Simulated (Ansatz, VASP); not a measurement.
Two plane-wave programs on WS2

```
W S
1.0
     3.21069    0.00000    0.00000
    -1.60535    2.78054    0.00000
     0.00000    0.00000   16.20019
W S
2 4
Direct
  0.33333 0.66667 0.25000
  0.66667 0.33333 0.75000
  0.33333 0.66667 0.65293
  0.66667 0.33333 0.15293
  0.33333 0.66667 0.84707
  0.66667 0.33333 0.34707
```

Alike in both runs: functional RPBE; k mesh 9 × 9 × 2; no spin polarisation.

Ansatz relaxed the structure, and its values are those at the end. VASP's run is a single point on that final structure, the one shown.

|  | VASP | Ansatz |
| --- | --- | --- |
| version | VASP 6.6.1 | Ansatz 0.2.0 |
| potentials or method | VASP PAW PBE potentials, release 64 (W_sv, S) | plane waves, PAW |
| plane-wave cutoff (eV) | 520 | 420 |
| occupations | methfessel-paxton of order 1, width 0.1 eV | cold |
| valence electrons in the cell | 52 | 52 |

```csv
,VASP,Ansatz,Ansatz less VASP
pressure (GPa),-0.1,0.0,+0.11
rms of the force components (eV/Å),0.006,0.000,-0.0053
```

VASP's potentials were made for PBE, not for RPBE.

Spin-orbit coupling is off throughout.
